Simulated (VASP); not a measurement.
Input of a VASP 6.6.1 run:

The input INCAR:

```
SYSTEM = Si
ALGO     = Normal         ! electronic algorithm
EDIFF    = 1E-6           ! SCF threshold, eV
ENCUT    = 520            ! plane-wave cutoff, eV
GGA      = PS             ! functional
ISIF     = 2              ! what is computed and relaxed
ISMEAR   = -1             ! smearing method
LASPH    = .TRUE.         ! aspherical terms in the spheres
LCHARG   = .FALSE.        ! write CHGCAR
LREAL    = .FALSE.        ! projectors in reciprocal space
LWAVE    = .FALSE.        ! write WAVECAR
NBANDS   = 8              ! bands
NELM     = 80             ! most SCF steps
PREC     = Accurate       ! precision mode
SIGMA    = 0.1            ! smearing width, eV
```

File KPOINTS:

```
k-points
0
G
  16 16 16
  0 0 0
```

The input POSCAR:

```
Si
1.0
   -1.5473029496      1.5473029496      1.5473029496
    1.5473029496     -1.5473029496      1.5473029496
    1.5473029496      1.5473029496     -1.5473029496
Si
1
Direct
    0.0000000000      0.0000000000      0.0000000000
```

Potentials or basis: VASP PAW PBE potentials, release 64 (Si).

The run is started by

```bash
$ cat potpaw_PBE.64/Si/POTCAR > POTCAR
$ mpirun -np 1 vasp_std > vasp.out
```

(1) Predict the pressure.

(2) What does it give for the band gap on the k mesh?

Answers

(1) -3.4 GPa.

(2) zero (band 2 reaches 20.90 eV, above the bottom of band 3 at 5.73 eV).

Caveat: the PAW data sets were made with another functional, which shifts forces and pressure a little.
